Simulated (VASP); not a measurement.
# Ru in VASP: further runs

The runs below take Ru through relaxation of cell and atoms, single point, with PBEsol.

Everything below comes from runs of VASP 6.6.1. Logs are shortened: lines on timing, memory, paths and dates and some standing lists are left out, and cuts for length are marked.

## 1. The cell of the first run

The structure is hexagonal, space group P6_3/mmc (No. 194). Conventional cell: a = 2.572 Å, b = 2.572 Å, c = 4.077 Å, α = 90.00°, β = 90.00°, γ = 120.00°. Ru (site symmetry -6m2) has 12 Ru at 2.52 to 2.57 Å within 3.3 Å.

## 2. Relaxation of cell and atoms, PBEsol, target pressure 60 GPa, at which the enthalpy is minimised

INCAR

```
ALGO = Fast ; EDIFF = 1E-6
EDIFFG = -0.008 ; ENCUT = 600
GGA = PS ; IBRION = 2
ISIF = 3 ; ISMEAR = 0
LASPH = T ; LCHARG = F
LREAL = F ; LWAVE = F
NELM = 80 ; NSW = 70
PREC = Accurate ; PSTRESS = 600.0
SIGMA = 0.1
```

KPOINTS

```
k-points
0
Gamma
  18 18 10
```

POSCAR

```
Ru
1.0
    2.5715705625      0.0000000000      0.0000000000
   -1.2857852812      2.2270454347      0.0000000000
    0.0000000000      0.0000000000      4.0774328488
Ru
2
Direct
    0.3333333333      0.6666666667      0.2500000000
    0.6666666667      0.3333333333      0.7500000000
```

Potentials or basis: VASP PAW PBE potentials, release 64 (Ru_pv).

Run with:

```sh
cat potpaw_PBE.64/Ru_pv/POTCAR > POTCAR
mpirun -np 1 vasp_std > vasp.out
```

OUTCAR:

```text
EDIFF = 1E-6
   EDIFFG = -0.008
   ENCUT = 600
   GGA = PS
   IBRION = 2
   ISIF = 3
   ISMEAR = 0
   LASPH = T
   LREAL = F
   NELM = 80
   NSW = 70
   PREC = Accurate
   PSTRESS = 600.0

 ion  position               nearest neighbor table
   1  0.333  0.667  0.250-   2 2.52   2 2.52   2 2.52   2 2.52   2 2.52   2 2.52
   2  0.667  0.333  0.750-   1 2.52   1 2.52   1 2.52   1 2.52   1 2.52   1 2.52

  LATTYP: Found a hexagonal cell.
 ALAT       =     2.5715705625
 C/A-ratio  =     1.5855807763

  Lattice vectors:

 A1 = (   2.5715705625,   0.0000000000,   0.0000000000)
 A2 = (  -1.2857852812,   2.2270454347,   0.0000000000)
 A3 = (   0.0000000000,   0.0000000000,   4.0774328488)

Analysis of symmetry for initial positions (statically):
=====================================================================
 Subroutine PRICEL returns:
 Original cell was already a primitive cell.

 Routine SETGRP: Setting up the symmetry group for a
 hexagonal supercell.

 Subroutine GETGRP returns: Found 24 space group operations
 (whereof 12 operations were pure point group operations)
 out of a pool of 24 trial point group operations.

The static configuration has the point symmetry D_3d.
 The point group associated with its full space group is D_6h.

Analysis of symmetry for dynamics (positions and initial velocities):
=====================================================================
 Subroutine PRICEL returns:
 Original cell was already a primitive cell.

 Routine SETGRP: Setting up the symmetry group for a
 hexagonal supercell.

 Subroutine GETGRP returns: Found 24 space group operations
 (whereof 12 operations were pure point group operations)
 out of a pool of 24 trial point group operations.

The dynamic configuration has the point symmetry D_3d.
 The point group associated with its full space group is D_6h.

 Subroutine INISYM returns: Found 24 space group operations
 (whereof 12 operations are pure point group operations),
 and found     1 'primitive' translations

----------------------------------------------------------------------------------------

                                     Primitive cell

  volume of cell :      23.3515

  direct lattice vectors                    reciprocal lattice vectors
     2.571570562  0.000000000  0.000000000     0.388867416  0.224512707  0.000000000
    -1.285785281  2.227045435  0.000000000     0.000000000  0.449025415  0.000000000
     0.000000000  0.000000000  4.077432849     0.000000000  0.000000000  0.245252353

  length of vectors
     2.571570562  2.571570562  4.077432849     0.449025415  0.449025415  0.245252353

  position of ions in fractional coordinates (direct lattice)
     0.333333333  0.666666667  0.250000000
     0.666666667  0.333333333  0.750000000

  ion indices of the primitive-cell ions
   primitive index   ion index
                 1           1
                 2           2

----------------------------------------------------------------------------------------

 KPOINTS: k-points

Automatic generation of k-mesh.
 Grid dimensions read from file:
 generate k-points for:   18   18   10

 Generating k-lattice:

  Cartesian coordinates                     Fractional coordinates (reciprocal lattice)
     0.021603745  0.012472928  0.000000000     0.055555556  0.000000000  0.000000000
     0.000000000  0.024945856  0.000000000     0.000000000  0.055555556  0.000000000
     0.000000000  0.000000000  0.024525235     0.000000000  0.000000000  0.100000000

  Length of vectors
     0.024945856  0.024945856  0.024525235

  Shift w.r.t. Gamma in fractional coordinates (k-lattice)
     0.000000000  0.000000000  0.000000000

 Subroutine IBZKPT returns following result:
 ===========================================

 Found    222 irreducible k-points:

 Following reciprocal coordinates:
            Coordinates               Weight
  0.000000  0.000000  0.000000      1.000000
  0.055556 -0.000000  0.000000      6.000000
  0.111111 -0.000000  0.000000      6.000000
  0.166667 -0.000000  0.000000      6.000000
  0.222222 -0.000000  0.000000      6.000000
  0.277778 -0.000000  0.000000      6.000000
[... 16 lines left out ...]
  0.333333  0.111111  0.000000     12.000000
  0.388889  0.111111  0.000000     12.000000
 [... further k-points ...]
   k-points           NKPTS =    222   k-points in BZ     NKDIM =    222   number of bands    NBANDS=     18
   number of dos      NEDOS =    301   number of ions     NIONS =      2
   total plane-waves  NPLWV =  20736
   dimension x,y,z NGX =    24 NGY =   24 NGZ =   36
   dimension x,y,z NGXF=    48 NGYF=   48 NGZF=   72
   ions per type =               2
   NGX,Y,Z   is equivalent  to a cutoff of  15.52, 15.52, 14.68 a.u.
   NGXF,Y,Z  is equivalent  to a cutoff of  31.03, 31.03, 29.36 a.u.
 SYSTEM =  unknown system
   PREC   = accura    normal or accurate (medium, high low for compatibility)
   ISTART =      0    job   : 0-new  1-cont  2-samecut
[... 38 lines left out ...]
 conjugate gradient relaxation of ions
 non-spin polarized calculation
 RMM-DIIS sequential band-by-band and
 Gauss-broadening in eV      SIGMA  =   0.10
  energy-cutoff  :      600.00
  volume of cell :       23.35
 maximum number of plane-waves:       808
 NGX is ok and might be reduce to    24
   NGX = 11   NGY = 11   NGZ = 17

--------------------------------------- Ionic step        1  -------------------------------------------

 number of electron      27.9999997 magnetization

 Free energy of the ion-electron system (eV)
  ---------------------------------------------------
  ext. energy  EPLUGINS =         0.00000000
  ---------------------------------------------------
  free energy    TOTEN  =       -19.77555426 eV

  energy without entropy =      -19.76836721  energy(sigma->0) =      -19.77196074

------------------------ aborting loop because EDIFF is reached ----------------------------------------

  FORCE on cell =-STRESS in cart. coord.  units (eV):
  Direction    XX          YY          ZZ          XY          YZ          ZX
  --------------------------------------------------------------------------------------
  -------------------------------------------------------------------------------------
  Total        9.0497997      9.0497997      9.2720531      0.0000000     -0.0000000     -0.0000000
  in kB      620.9193693    620.9193693    636.1684846      0.0000000     -0.0000000     -0.0000000
  external PRESSURE =      26.0024077 kB  Pullay stress =     600.0000000 kB

 VOLUME and BASIS-vectors are now :
 -----------------------------------------------------------------------------
  energy-cutoff  :      600.00
  volume of cell :       23.35
      direct lattice vectors                 reciprocal lattice vectors
     2.571570562  0.000000000  0.000000000     0.388867416  0.224512707  0.000000000
    -1.285785281  2.227045435  0.000000000     0.000000000  0.449025415  0.000000000
     0.000000000  0.000000000  4.077432849     0.000000000  0.000000000  0.245252353
[... 198 lines left out ...]
  FREE ENERGIE OF THE ION-ELECTRON SYSTEM (eV)
  ---------------------------------------------------
  free  energy   TOTEN  =       -19.8119898560 eV

  energy  without entropy=      -19.8048617912  energy(sigma->0) =      -19.80842582

  enthalpy is  TOTEN    =       -11.0316225783 eV   P V=        8.7803672777

--------------------------------------- Ionic step        7  -------------------------------------------

 number of electron      27.9999998 magnetization

 Free energy of the ion-electron system (eV)
  ---------------------------------------------------
  ext. energy  EPLUGINS =         0.00000000
  ---------------------------------------------------
  free energy    TOTEN  =       -19.81394856 eV

  energy without entropy =      -19.80677923  energy(sigma->0) =      -19.81036389

 E-fermi :  15.5632     XC(G=0): -15.2066

 val. band max:       15.5560579607   @ k =   0.2778  -0.0000   0.0000
 cond. band min:      15.5647345601   @ k =   0.1667   0.1111   0.3000
 fundamental gap:      0.0086765993
 Fermi energy:        15.5632117878

 k-point     1 :       0.0000    0.0000    0.0000
  band No.  band energies     occupation
      1     -28.6992      2.00000
      2     -27.1910      2.00000
      3     -27.1910      2.00000
      4     -26.9297      2.00000
      5     -26.9297      2.00000
      6     -26.8705      2.00000
[... 10 lines left out ...]
     17      17.0472      0.00000
     18      17.0472      0.00000
[... 463 lines left out ...]
 k-point    24 :       0.3889    0.1111    0.0000
  band No.  band energies     occupation
      1     -28.3570      2.00000
      2     -28.0598      2.00000
      3     -27.9259      2.00000
      4     -27.6323      2.00000
      5     -27.3289      2.00000
      6     -27.2132      2.00000
[... 10 lines left out ...]
     17      20.2142      0.00000
     18      24.3403      0.00000

 [... further k-points ...]

------------------------ aborting loop because EDIFF is reached ----------------------------------------

  FORCE on cell =-STRESS in cart. coord.  units (eV):
  Direction    XX          YY          ZZ          XY          YZ          ZX
  --------------------------------------------------------------------------------------
  -------------------------------------------------------------------------------------
  Total        8.7930099      8.7930099      8.7920900      0.0000000      0.0000000      0.0000000
  in kB      600.7340891    600.7340890    600.6712430      0.0000000      0.0000000      0.0000000
  external PRESSURE =       0.7131404 kB  Pullay stress =     600.0000000 kB

 VOLUME and BASIS-vectors are now :
 -----------------------------------------------------------------------------
  energy-cutoff  :      600.00
  volume of cell :       23.45
      direct lattice vectors                 reciprocal lattice vectors
     2.573511230  0.000000000  0.000000000     0.388574174  0.224343404 -0.000000000
    -1.286755615  2.228726102  0.000000000    -0.000000000  0.448686808 -0.000000000
     0.000000000  0.000000000  4.088679787    -0.000000000 -0.000000000  0.244577725

 POSITION                                       TOTAL-FORCE (eV/Angst)
 -----------------------------------------------------------------------------------
     -0.00000      1.48582      1.02217         0.000000     -0.000000      0.000000
      1.28676      0.74291      3.06651        -0.000000      0.000000      0.000000
 -----------------------------------------------------------------------------------
    total drift:                               -0.000000      0.000000     -0.000000

  FREE ENERGIE OF THE ION-ELECTRON SYSTEM (eV)
  ---------------------------------------------------
  free  energy   TOTEN  =       -19.8139485613 eV

  energy  without entropy=      -19.8067792264  energy(sigma->0) =      -19.81036389

  enthalpy is  TOTEN    =       -11.0316836221 eV   P V=        8.7822649392

 reached required accuracy - stopping structural energy minimisation
```

It took 8.3 min on 1 thread of Intel Xeon 8259CL, shared host; peak memory 0.24 GiB.

What came out:

* Free energy: -19.8139 eV
* Relaxed volume: 11.73 Å³/atom
* Relaxed cell: a = 2.574 Å, b = 2.574 Å, c = 4.089 Å, α = 90.00°, β = 90.00°, γ = 120.00°
* Space group after relaxing (to 0.1 Å): P6_3/mmc (No. 194)
* Energy change on relaxing (the run minimises the enthalpy): -19.2 meV/atom
* Ionic steps: 7
* Pressure after relaxing: 60.1 GPa
* Band gap on the k mesh: zero (bands 14 and 15 overlap by 3.94 eV)

Step by step:
| step | energy change (eV) | largest force (eV/Å) | pressure (GPa) | volume (Å³) |
| --- | --- | --- | --- | --- |
| 1 | 0.0000 | 0.0000 | 62.60 | 23.35 |
| 2 | -0.2192 | 0.0000 | 46.41 | 24.00 |
| 3 | -0.0412 | 0.0000 | 59.73 | 23.46 |
| 4 | -0.0390 | 0.0000 | 60.05 | 23.45 |
| 5 | -0.0401 | 0.0000 | 59.98 | 23.46 |
| 6 | -0.0364 | 0.0000 | 60.24 | 23.45 |
| 7 | -0.0384 | 0.0000 | 60.07 | 23.45 |

Final structure:
```
Ru
1.0
     2.57351    0.00000    0.00000
    -1.28676    2.22873    0.00000
     0.00000    0.00000    4.08868
Ru
2
Direct
  0.33333 0.66667 0.25000
  0.66667 0.33333 0.75000
```

Levels at points of the mesh, in eV from the Fermi level:
```tsv
k point	band 12	band 13	band 14	band 15	band 16	band 17
(0.00, 0.00, 0.00)	-2.39	-2.39	-1.69	-1.69	1.45	1.48
(0.50, 0.00, 0.00)	-2.02	-1.85	1.89	2.41	2.46	5.00
(0.00, 0.00, 0.50)	-3.43	-3.22	-3.22	0.72	0.72	0.72
(0.50, 0.00, 0.50)	-1.31	0.58	0.58	2.20	2.20	4.06
```

Caveat: the cell is relaxed towards a set pressure, so the run minimises the enthalpy, not the energy; the PAW data sets were made with another functional, which shifts forces and pressure a little.

## 3. Relaxation of cell and atoms, PBEsol, target pressure 30 GPa, at which the enthalpy is minimised

This run uses another cell than the first one, of 12.37 Å³/atom.

INCAR

```
ALGO     = Fast           # electronic algorithm
EDIFF    = 1E-6           # SCF threshold, eV
EDIFFG   = -0.008         # ionic threshold
ENCUT    = 600            # plane-wave cutoff, eV
GGA      = PS             # functional
IBRION   = 2              # ionic algorithm
ISIF     = 3              # what is computed and relaxed
ISMEAR   = 0              # smearing method
LASPH    = True           # aspherical terms in the spheres
LCHARG   = False          # write CHGCAR
LREAL    = False          # projectors in reciprocal space
LWAVE    = False          # write WAVECAR
NELM     = 80             # most SCF steps
NSW      = 70             # ionic steps
PREC     = Accurate       # precision mode
PSTRESS  = 300.0        
SIGMA    = 0.1            # smearing width, eV
```

KPOINTS is that of step 2.

POSCAR

```
Ru
1.0
    2.6223399412      0.0000000000      0.0000000000
   -1.3111699706      2.2710130065      0.0000000000
    0.0000000000      0.0000000000      4.1527542712
Ru
2
Direct
    0.3333333333      0.6666666667      0.2500000000
    0.6666666667      0.3333333333      0.7500000000
```

Potentials or basis: VASP PAW PBE potentials, release 64 (Ru_pv).

Run with:

```sh
cat potpaw_PBE.64/Ru_pv/POTCAR > POTCAR
mpirun -np 1 vasp_std > vasp.out
```

Wall time 12 min (1 thread of Intel Xeon 8259CL, shared host); peak memory 0.25 GiB.

Results (log left out):

```
Free energy                                                : -20.1817 eV
Relaxed volume                                             : 12.39 Å³/atom
Relaxed cell                                               : a = 2.623 Å, b = 2.623 Å, c = 4.159 Å, α = 90.00°, β = 90.00°, γ = 120.00°
Space group after relaxing (to 0.1 Å)                      : P6_3/mmc (No. 194)
Energy change on relaxing (the run minimises the enthalpy) : -4.2 meV/atom
Ionic steps                                                : 13
Pressure after relaxing                                    : 30.0 GPa
Band gap on the k mesh                                     : zero (bands 14 and 15 overlap by 3.61 eV)
```

Stress tensor (GPa, compression positive):
```
29.97  0.00  0.00
 0.00 29.97  0.00
 0.00  0.00 30.08
```

The path:
| step | energy change (eV) | largest force (eV/Å) | pressure (GPa) | volume (Å³) |
| --- | --- | --- | --- | --- |
| 1 | 0.0000 | 0.0000 | 30.85 | 24.73 |
| 2 | -0.0420 | 0.0000 | 26.06 | 24.97 |
| 3 | -0.0094 | 0.0000 | 29.99 | 24.78 |
| 4 | -0.0103 | 0.0000 | 29.76 | 24.79 |
| 5 | -0.0098 | 0.0000 | 29.82 | 24.78 |
| 6 | -0.0019 | 0.0000 | 30.59 | 24.74 |
| 7 | -0.0072 | 0.0000 | 29.98 | 24.77 |
| 8 | -0.0066 | 0.0000 | 30.16 | 24.77 |
| 9 | -0.0068 | 0.0000 | 30.11 | 24.77 |
| 10 | -0.0070 | 0.0000 | 30.15 | 24.77 |
| 11 | -0.0071 | 0.0000 | 30.11 | 24.77 |
| 12 | -0.0114 | 0.0000 | 29.55 | 24.79 |
| 13 | -0.0084 | 0.0000 | 30.01 | 24.78 |

Final structure:
```yaml
crystal:
  lattice:
    - [2.62287, 0.00000, 0.00000]
    - [-1.31143, 2.27147, 0.00000]
    - [0.00000, 0.00000, 4.15850]
  atoms:
    - { symbol: Ru, position: [0.33333, 0.66667, 0.25000] }
    - { symbol: Ru, position: [0.66667, 0.33333, 0.75000] }
```

Levels at points of the mesh, in eV from the Fermi level:
```csv
k point,band 12,band 13,band 14,band 15,band 16,band 17
"(0.00, 0.00, 0.00)",-2.20,-2.20,-1.57,-1.57,1.35,1.37
"(0.50, 0.00, 0.00)",-1.96,-1.72,1.71,2.19,2.26,4.62
"(0.00, 0.00, 0.50)",-3.16,-3.04,-3.04,0.66,0.66,0.66
"(0.50, 0.00, 0.50)",-1.21,0.51,0.51,2.00,2.00,3.78
```

Caveat: the cell is relaxed towards a set pressure, so the run minimises the enthalpy, not the energy; the PAW data sets were made with another functional, which shifts forces and pressure a little.

## 4. Single point, PBEsol (shear of c along a, cell held: +2.0 %, then relaxed in part)

INCAR

```
  ALGO = Normal
  EDIFF = 1E-6
  ENCUT = 500
  GGA = PS
  GGA_COMPAT = False
  ISIF = 2
  ISMEAR = 0
  LASPH = True
  LCHARG = False
  LREAL = False
  LWAVE = False
  NBANDS = 21
  NELM = 120
  PREC = Accurate
  SIGMA = 0.1
```

KPOINTS

```
k-points
0
Gamma
  24 24 12
```

POSCAR

```
Ru
1.0
    2.6894812021      0.0000000000      0.0000000000
   -1.3447406010      2.3291590440      0.0000000000
    0.0850388610      0.0000000000      4.2519430510
Ru
2
Direct
    0.3335432105      0.6670864211      0.2500000000
    0.6664567894      0.3329135789      0.7500000000
```

Run with:

```sh
cat potpaw_PBE.64/Ru_pv/POTCAR > POTCAR
mpirun -np 1 vasp_std > vasp.out
```

Run time: 5.4 min. Hardware: 1 thread of Oxide Virtual Turin-like, shared host; peak memory 0.73 GiB.

Results (log left out):

* Free energy: -20.3379 eV
* Pressure: 0.2 GPa
* Largest force: 0.006 eV/Å
* Band gap on the k mesh: zero (bands 14 and 15 overlap by 3.27 eV)

Forces in eV/Å, atoms in the order of the input:
```
Ru   0.000 -0.006  0.000
Ru   0.000  0.006  0.000
```

Stress tensor (GPa, compression positive):
```
 0.42  0.00 -4.15
 0.00  0.47  0.00
-4.15  0.00 -0.41
```

Levels at points of the mesh, in eV from the Fermi level:
```csv
k point,band 12,band 13,band 14,band 15,band 16,band 17
"(0.00, 0.00, 0.00)",-2.00,-1.99,-1.46,-1.43,1.20,1.21
"(0.50, 0.00, 0.00)",-1.88,-1.56,1.47,1.89,1.99,4.14
"(0.00, 0.50, 0.00)",-1.89,-1.57,1.46,1.90,1.97,4.15
"(0.00, 0.00, 0.50)",-2.87,-2.76,-2.76,0.44,0.44,0.67
"(0.50, 0.00, 0.50)",-1.08,0.38,0.46,1.69,1.76,3.36
"(0.00, 0.50, 0.50)",-1.11,0.43,0.43,1.73,1.73,3.42
```

Caveat: the cell differs from its parent crystal (shear of c along a, cell held: +2.0 %, then relaxed in part); the PAW data sets were made with another functional, which shifts forces and pressure a little.

## 5. Overview

| task | cell | k mesh | cutoff (eV) | gap on the mesh (eV) | pressure (GPa) |
| --- | --- | --- | --- | --- | --- |
| relaxation of cell and atoms | relaxed to 60 GPa from a = 2.572, b = 2.572, c = 4.077 Å, angles 90.0, 90.0, 120.0°, 2 atoms, atomic positions A | 18 × 18 × 10 | 600 | none | 60.1 |
| relaxation of cell and atoms | relaxed to 30 GPa from a = 2.622, b = 2.622, c = 4.153 Å, angles 90.0, 90.0, 120.0°, 2 atoms, atomic positions A | 18 × 18 × 10 | 600 | none | 30.0 |
| single point | a = 2.689, b = 2.689, c = 4.253 Å, angles 90.6, 88.9, 120.0°, 2 atoms, atomic positions B | 24 × 24 × 12 | 500 | none | 0.2 |

Alike in all rows: level PBEsol; potentials or basis VASP PAW PBE potentials, release 64 (Ru_pv); no spin polarisation; smearing gaussian 0.1 eV.

Caveats: the PAW data sets were made with another functional, which shifts forces and pressure a little; the cell is relaxed towards a set pressure, so the run minimises the enthalpy, not the energy (at least some runs).

Absolute energies hang on the potentials; compare differences alone.
